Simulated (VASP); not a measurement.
# Ge4S in VASP: further runs, part 2 of 2

VASP 6.6.1.

### 3 Relaxation of the atoms, PBE

The input, INCAR:

```
SYSTEM = Ge4S
  ALGO = Fast
  DIPOL = 0.5 0.5 0.322
  EDIFF = 1E-6
  EDIFFG = -0.025
  ENCUT = 520
  GGA = PE
  IBRION = 2
  IDIPOL = 3
  ISIF = 2
  ISMEAR = 0
  LASPH = .TRUE.
  LCHARG = .FALSE.
  LDIPOL = .TRUE.
  LREAL = .FALSE.
  LWAVE = .FALSE.
  NELM = 100
  NSW = 36
  PREC = Accurate
  SIGMA = 0.1
```

The input, KPOINTS:

```
k-points
0
G
  7 7 1
  0 0 0
```

The input, POSCAR:

```
Ge4S
1.0
    4.0740542171      0.0000000000      0.0000000000
    0.0000000000      4.0740542171      0.0000000000
    0.0000000000      0.0000000000     19.8557569412
Ge S
4 1
Selective dynamics
Direct
    0.0000000000      0.5000000000      0.2014529092  F F F
    0.0000000000      0.0000000000      0.2739958843  F F F
    0.5000000000      0.0000000000      0.3493666172  F F F
    0.5000000000      0.5000000000      0.4208228861  F F F
    1.0000000000      0.7500000000      0.3655686304  F F T
```

Potentials or basis: VASP PAW PBE potentials, release 64 (Ge_d, S).

On the command line:

```bash
$ cat potpaw_PBE.64/Ge_d/POTCAR potpaw_PBE.64/S/POTCAR > POTCAR
$ mpirun -np 1 vasp_std > vasp.out
```

OUTCAR:

```text
SYSTEM = Ge4S
   EDIFF = 1E-6
   EDIFFG = -0.025
   ENCUT = 520
   GGA = PE
   IBRION = 2
   ISIF = 2
   ISMEAR = 0
   LASPH = .TRUE.
   LREAL = .FALSE.
   NELM = 100
   NSW = 36
   PREC = Accurate

 ion  position               nearest neighbor table
   1  0.000  0.500  0.201-   2 2.49   2 2.49
   2  0.000  0.000  0.274-   5 2.08   1 2.49   1 2.49   3 2.53   3 2.53
   3  0.500  0.000  0.349-   5 2.30   5 2.30   4 2.48   4 2.48   2 2.53   2 2.53
   4  0.500  0.500  0.421-   3 2.48   3 2.48   5 2.53   5 2.53
   5  0.000  0.750  0.366-   2 2.08   3 2.30   3 2.30   4 2.53   4 2.53

  LATTYP: Found a simple tetragonal cell.
 ALAT       =     4.0740542171
 C/A-ratio  =     4.8737095490

  Lattice vectors:

 A1 = (   4.0740542171,   0.0000000000,   0.0000000000)
 A2 = (   0.0000000000,   4.0740542171,   0.0000000000)
 A3 = (   0.0000000000,   0.0000000000,  19.8557569412)

Analysis of symmetry for initial positions (statically):
=====================================================================
 Subroutine PRICEL returns:
 Original cell was already a primitive cell.

 Routine SETGRP: Setting up the symmetry group for a
[... 377 lines left out ...]

--------------------------------------- Ionic step        6  -------------------------------------------

 number of electron      61.9999942 magnetization

------------------------ aborting loop because EDIFF is reached ----------------------------------------
[... 73 lines left out ...]
--------------------------------------- Ionic step        8  -------------------------------------------

 number of electron      61.9999942 magnetization

 dipolmoment           0.000000      0.000000      0.063923 electrons x Angstroem

 Free energy of the ion-electron system (eV)
  ---------------------------------------------------
  ext. energy  EPLUGINS =         0.00000000
  ---------------------------------------------------
  free energy    TOTEN  =       -20.39613803 eV

  energy without entropy =      -20.37567115  energy(sigma->0) =      -20.38590459

 E-fermi :  -1.9890     XC(G=0):  -4.1470

 val. band max:       -2.0590269912   @ k =   0.4286   0.0000   0.0000
 cond. band min:      -1.9837382228   @ k =   0.1429   0.1429   0.0000
 fundamental gap:      0.0752887685
 Fermi energy:        -1.9889835742

 k-point     1 :       0.0000    0.0000    0.0000
  band No.  band energies     occupation
      1     -26.7645      2.00000
      2     -26.7468      2.00000
      3     -26.7384      2.00000
      4     -26.7073      2.00000
      5     -26.7064      2.00000
      6     -26.3350      2.00000
[... 629 lines left out ...]
     36      44.0313      0.00000
     37      46.7408      0.00000

------------------------ aborting loop because EDIFF is reached ----------------------------------------

 vacuum level on the upper side and lower side of the slab       (xc-potential included)         0.326        -0.358

  FORCE on cell =-STRESS in cart. coord.  units (eV):
  Direction    XX          YY          ZZ          XY          YZ          ZX
  --------------------------------------------------------------------------------------
  -------------------------------------------------------------------------------------
  Total       -4.0345871      0.0983867      0.3984719      0.0000000     -1.0905998      0.0000000
  in kB      -19.6141558      0.4783071      1.9371724      0.0000000     -5.3019537      0.0000000
  external PRESSURE =      -5.7328921 kB  Pullay stress =       0.0000000 kB
[... 20 lines left out ...]
  FREE ENERGIE OF THE ION-ELECTRON SYSTEM (eV)
  ---------------------------------------------------
  free  energy   TOTEN  =       -20.3961380344 eV

  energy  without entropy=      -20.3756711518  energy(sigma->0) =      -20.38590459

 reached required accuracy - stopping structural energy minimisation

 vacuum level on the upper side and lower side of the slab         3.650         2.948
```

OSZICAR:

```text
N       E                     dE             d eps       ncg     rms          rms(c)
DAV:   1     0.565326023174E+03    0.56533E+03   -0.32085E+04  1442   0.261E+03
DAV:   2     0.701657412443E+02   -0.49516E+03   -0.48377E+03  1415   0.635E+02
DAV:   3    -0.136084713186E+02   -0.83774E+02   -0.82634E+02  1687   0.196E+02
[... 276 lines left out ...]
RMM:  16    -0.203961240647E+02   -0.37387E-05   -0.20451E-05   896   0.529E-03    0.674E-03
RMM:  17    -0.203961345524E+02   -0.10488E-04   -0.35514E-05  1108   0.931E-03    0.121E-02
RMM:  18    -0.203961370969E+02   -0.25445E-05   -0.17583E-05   770   0.529E-03    0.134E-02
RMM:  19    -0.203961381233E+02   -0.10264E-05   -0.10104E-05   597   0.378E-03    0.140E-02
RMM:  20    -0.203961380344E+02    0.88941E-07   -0.63391E-06   529   0.317E-03
   8 F= -.20396138E+02 E0= -.20385905E+02  d E =-.258573E+01
```

Run time: 70 min. Hardware: 1 thread of Oxide Virtual Turin-like, shared host; peak memory 0.44 GiB.

Results:

| Item | Value |
| --- | --- |
| Free energy | -20.3961 eV |
| Energy gained by relaxing | 517.1 meV/atom |
| Ionic steps | 8 |
| Band gap on the k mesh | zero (bands 31 and 32 overlap by 0.26 eV) |

The path:
| step | energy change (eV) | largest force on free atoms (eV/Å) | pressure (GPa) |
| --- | --- | --- | --- |
| 1 | 0.0000 | 4.5732 | 4.78 |
| 2 | -0.7207 | 2.2771 | 3.78 |
| 3 | -1.1033 | 1.3843 | 3.14 |
| 4 | -1.6325 | 1.1976 | 2.09 |
| 5 | -2.5477 | 0.3984 | -0.08 |
| 6 | -2.4977 | 0.7229 | -1.07 |
| 7 | -2.5848 | 0.0699 | -0.45 |
| 8 | -2.5857 | 0.0228 | -0.57 |

Final structure:
```xyz
5
Lattice="4.0741 0.0000 0.0000 0.0000 4.0741 0.0000 0.0000 0.0000 19.8558" Properties=species:S:1:pos:R:3 pbc="T T T"
Ge    0.0000    2.0370    4.0000
Ge    0.0000    0.0000    5.4404
Ge    2.0370    0.0000    6.9369
Ge    2.0370    2.0370    8.3558
S     0.0000    3.0555    9.2040
```

Levels at points of the mesh, in eV from the Fermi level:
| k point | band 29 | band 30 | band 31 | band 32 | band 33 | band 34 |
| --- | --- | --- | --- | --- | --- | --- |
| (0.00, 0.00, 0.00) | -1.09 | -0.92 | -0.22 | 28.46 | 33.06 | 36.84 |

### 4 Relaxation of the atoms, PBE

The input, INCAR:

```
SYSTEM = Ge4S
PREC = Accurate
ENCUT = 520
EDIFF = 1E-6
ISMEAR = 0
SIGMA = 0.1
LREAL = .FALSE.
LASPH = .TRUE.
NELM = 80
ALGO = Fast
ISIF = 2
LWAVE = .FALSE.
LCHARG = .FALSE.
LDIPOL = .TRUE.
IDIPOL = 3
DIPOL = 0.5 0.5 0.339
GGA = PE
IBRION = 2
NSW = 36
EDIFFG = -0.025
```

The input, KPOINTS:

```
regular mesh
0
G
  7 7 1
  0 0 0
```

Edit POSCAR of step 3 so:

```diff
@@ -13,2 +13,2 @@
     0.5000000000      0.5000000000      0.4208228861  F F F
-    1.0000000000      0.7500000000      0.3655686304  F F T
+    0.8750000000      1.0000000000      0.4469850142  F F T
```

On the command line:

```bash
$ cat potpaw_PBE.64/Ge_d/POTCAR potpaw_PBE.64/S/POTCAR > POTCAR
$ mpirun -np 1 vasp_std > vasp.out
```

It took 12 min on 1 thread of Oxide Virtual Turin-like, shared host; peak memory 0.42 GiB.

It converged, with:

```yaml
Free_energy: -19.4288 eV
Energy_gained_by_relaxing: 0.3 meV/atom
Ionic_steps: 5
Band_gap_on_the_k_mesh: zero (bands 31 and 32 overlap by 0.93 eV)
```

Step by step:
| step | energy change (eV) | largest force on free atoms (eV/Å) | pressure (GPa) |
| --- | --- | --- | --- |
| 1 | 0.0000 | 0.1014 | 0.42 |
| 2 | -0.0005 | 0.0831 | 0.41 |
| 3 | -0.0014 | 0.0420 | 0.36 |
| 4 | -0.0014 | 0.0416 | 0.27 |
| 5 | -0.0017 | 0.0006 | 0.32 |

Final structure:
```yaml
crystal:
  lattice:
    - [4.07405, 0.00000, 0.00000]
    - [0.00000, 4.07405, 0.00000]
    - [0.00000, 0.00000, 19.85576]
  atoms:
    - { symbol: Ge, position: [0.00000, 0.50000, 0.20145] }
    - { symbol: Ge, position: [0.00000, 0.00000, 0.27400] }
    - { symbol: Ge, position: [0.50000, 0.00000, 0.34937] }
    - { symbol: Ge, position: [0.50000, 0.50000, 0.42082] }
    - { symbol: S, position: [0.87500, 0.00000, 0.44871] }
```

Levels at points of the mesh, in eV from the Fermi level:
```
           k point  band 27  band 28  band 29  band 30  band 31  band 32  band 33  band 34  band 35  band 36
(0.00, 0.00, 0.00)    -3.06    -1.75    -1.38    -1.06     0.62     0.68     0.91     1.89     2.24     2.64
```

### 5 Relaxation of the atoms, PBE

The input, INCAR:

```
SYSTEM = Ge4S
PREC = Accurate ; ENCUT = 520
EDIFF = 1E-7 ; ISMEAR = 0
SIGMA = 0.1 ; LREAL = .False.
LASPH = .True. ; NELM = 60
ALGO = Fast ; ISIF = 2
LWAVE = .False. ; LCHARG = .False.
LDIPOL = .True. ; IDIPOL = 3
DIPOL = 0.5 0.5 0.353 ; GGA = PE
IBRION = 2 ; NSW = 36
EDIFFG = -0.025
```

The input, KPOINTS:

```
Automatic mesh
0
Gamma
  7 7 1
  0 0 0
```

Edit POSCAR of step 4 so:

```diff
@@ -13,2 +13,2 @@
     0.5000000000      0.5000000000      0.4208228861  F F F
-    0.8750000000      1.0000000000      0.4469850142  F F T
+    0.5000000000      0.6250000000      0.5213106098  F F T
```

On the command line:

```bash
$ cat potpaw_PBE.64/Ge_d/POTCAR potpaw_PBE.64/S/POTCAR > POTCAR
$ mpirun -np 1 vasp_std > vasp.out
```

It took 6.8 min on 1 thread of Oxide Virtual Turin-like, shared host; peak memory 0.41 GiB.

The run converged. Its results:

```
Free energy               : -20.0069 eV
Energy gained by relaxing : 0.0 meV/atom
Ionic steps               : 2
Band gap on the k mesh    : zero (bands 31 and 32 overlap by 0.35 eV)
```

The path:
```csv
step,energy change (eV),largest force on free atoms (eV/Å),pressure (GPa)
1,0.0000,0.0794,-0.03
2,-0.0002,0.0041,0.00
```

Final structure:
```yaml
crystal:
  lattice:
    - [4.07405, 0.00000, 0.00000]
    - [0.00000, 4.07405, 0.00000]
    - [0.00000, 0.00000, 19.85576]
  atoms:
    - { symbol: Ge, position: [0.00000, 0.50000, 0.20145] }
    - { symbol: Ge, position: [0.00000, 0.00000, 0.27400] }
    - { symbol: Ge, position: [0.50000, 0.00000, 0.34937] }
    - { symbol: Ge, position: [0.50000, 0.50000, 0.42082] }
    - { symbol: S, position: [0.50000, 0.62500, 0.52112] }
```

Levels at points of the mesh, in eV from the Fermi level:
| k point | band 28 | band 29 | band 30 | band 31 | band 32 | band 33 | band 34 | band 35 |
| --- | --- | --- | --- | --- | --- | --- | --- | --- |
| (0.00, 0.00, 0.00) | -1.09 | -0.96 | -0.96 | 0.03 | 1.44 | 1.49 | 1.70 | 1.91 |

### 6 Overview

| cell | gap on the mesh (eV) |
| --- | --- |
| atoms relaxed, atomic positions A | none |
| atoms relaxed, atomic positions B | none |
| atoms relaxed, atomic positions C | none |
| atoms relaxed, atomic positions D | none |

Alike in all rows: task relaxation of the atoms; level PBE; potentials or basis VASP PAW PBE potentials, release 64 (Ge_d, S); no spin polarisation; k mesh 7 × 7 × 1; cutoff (eV) 520; smearing gaussian 0.1 eV.

Total energies depend on the potentials used, so only differences within one code and one set of settings carry meaning.

The gap in the log of VASP goes by the Fermi energy; the results here count the filled bands.